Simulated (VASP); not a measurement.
Runs of VASP 6.6.1 on HfC. The structure is that of space group Pm-3m (No. 221), or close to it. The cells are those of the table. 

| level | cell | k mesh | gap on the mesh (eV) | pressure (GPa) |
| --- | --- | --- | --- | --- |
| r2SCAN | a = 2.901 Å, 2 atoms | 12 × 12 × 12 | none | (c) |
| PBE | a = 2.995 Å, 2 atoms | 12 × 12 × 12 | none | -17.1 |
| PBEsol | a = 2.901 Å, 2 atoms | 12 × 12 × 12 | none | -8.1 |
| PBE | a = 2.901 Å, 2 atoms | 12 × 12 × 12 | none | -0.9 |
| PBE | a = 2.856 Å, 2 atoms | 12 × 12 × 12 | none | (b) |
| PBE | a = 2.920 Å, 2 atoms | 12 × 12 × 12 | none | -5.2 |
| PBE+D3(BJ) | a = 2.901 Å, 2 atoms | 18 × 18 × 18 | none | -6.3 |
| PBE | a = 2.881 Å, 2 atoms | 12 × 12 × 12 | none | (a) |
| PBE | a = 2.967 Å, 2 atoms | 12 × 12 × 12 | none | (d) |
| PBE | a = 2.872, b = 2.901, c = 2.901 Å, 2 atoms | 12 × 12 × 12 | none | 0.7 |
| PBE | a = 2.903 Å, 2 atoms | 12 × 12 × 12 | none | -1.9 |
| PBE | a = 2.862 Å, 2 atoms | 12 × 12 × 12 | none | 7.5 |

Alike in all rows: task single point; potentials or basis VASP PAW PBE potentials, release 64 (Hf_pv, C); no spin polarisation; cutoff (eV) 520; smearing gaussian 0.05 eV.

Problem. Estimate the missing entries.

Solution. (a) 2.9; (b) 9.0; (c) -4.5; (d) -13.2.

Caveats: spin-orbit coupling is left out, which moves the levels of the heavy elements; the PAW data sets were made with another functional, which shifts forces and pressure a little (some runs); pairwise dispersion overbinds metals, which lowers pressure and volume (some runs).

A k mesh can miss the band edges, and the runs leave out spin-orbit coupling on Hf.

A gap of «none» marks levels without a gap at the run's occupations.
